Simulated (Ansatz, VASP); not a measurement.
LiGeN in VASP and in Ansatz

Contents of INCAR:

```
PREC     = Accurate       # precision mode
ENCUT    = 520            # plane-wave cutoff, eV
EDIFF    = 1E-6           # SCF threshold, eV
ISMEAR   = 0              # smearing method
SIGMA    = 0.1            # smearing width, eV
LREAL    = False          # projectors in reciprocal space
LASPH    = True           # aspherical terms in the spheres
NELM     = 60             # most SCF steps
ALGO     = Normal         # electronic algorithm
ISIF     = 2              # what is computed and relaxed
LWAVE    = False          # write WAVECAR
LCHARG   = False          # write CHGCAR
GGA      = PE             # functional
NBANDS   = 56             # bands
```

File KPOINTS:

```
regular mesh
0
Gamma
  4 4 4
```

POSCAR

```
LiGeN
1.0
    5.5336318000      0.0000000000      0.0000000000
    0.0000000000      4.1322631800      0.0000000000
    0.0000000000      0.0000000000      6.9237628000
Li Ge N
4 4 4
Direct
    0.5773130100      0.2500000000      0.9122870000
    0.0773130100      0.2500000000      0.5877130000
    0.4226869900      0.7500000000      0.0877130000
    0.9226869900      0.7500000000      0.4122870000
    0.5424649700      0.2500000000      0.3921400000
    0.0424649700      0.2500000000      0.1078600000
    0.4575350300      0.7500000000      0.6078600000
    0.9575350300      0.7500000000      0.8921400000
    0.8769040100      0.2500000000      0.3447160100
    0.3769040100      0.2500000000      0.1552839900
    0.1230959900      0.7500000000      0.6552839900
    0.6230959900      0.7500000000      0.8447160100
```

Input for Ansatz:

```yaml
crystal:
  lattice:
    - [5.5336318, 0.0, 0.0]
    - [0.0, 4.13226318, 0.0]
    - [0.0, 0.0, 6.9237628]
  atoms:
    - { symbol: Li, position: [0.57731301, 0.25, 0.912287] }
    - { symbol: Li, position: [0.07731301, 0.25, 0.587713] }
    - { symbol: Li, position: [0.42268699, 0.75, 0.087713] }
    - { symbol: Li, position: [0.92268699, 0.75, 0.412287] }
    - { symbol: Ge, position: [0.54246497, 0.25, 0.39214] }
    - { symbol: Ge, position: [0.04246497, 0.25, 0.10786] }
    - { symbol: Ge, position: [0.45753503, 0.75, 0.60786] }
    - { symbol: Ge, position: [0.95753503, 0.75, 0.89214] }
    - { symbol: "N", position: [0.87690401, 0.25, 0.34471601] }
    - { symbol: "N", position: [0.37690401, 0.25, 0.15528399] }
    - { symbol: "N", position: [0.12309599, 0.75, 0.65528399] }
    - { symbol: "N", position: [0.62309599, 0.75, 0.84471601] }
basis:
  ecutwfc: 420
kpoints:
  mp_grid: { grid: [4, 4, 4] }
hamiltonian:
  xc: pbe
scf:
  occupations: { method: gaussian, width: 0.1 }
  lower_state_search: "off"
output:
  forces: true
  stress: true
  eigenvalues: true
```

Alike in both runs: task single point; functional PBE; k mesh 4 × 4 × 4; occupations gaussian, width 0.1 eV; no spin polarisation.

|  | VASP | Ansatz |
| --- | --- | --- |
| version | VASP 6.6.1 | Ansatz 0.2.0 |
| potentials or method | VASP PAW PBE potentials, release 64 (Li_sv, Ge_d, N), cutoff 520 eV | scalar-relativistic, plane waves, PAW |
| valence electrons in the cell | 88 | 88 |

```tsv
	VASP	Ansatz	Ansatz less VASP
gap on the k mesh at the Fermi level (eV)	none	none	-
rms of the force components (eV/Å)	0.032	0.044	+0.0121
```

Atom by atom the forces differ by 0.012 eV/Å (rms over components). A gap of «none» marks a metal or a gap that the smearing closes.

The k mesh is coarse, so the values compare programs but aren't converged. Noted on VASP's run: the cutoff is short for stress, so the pressure is rough.
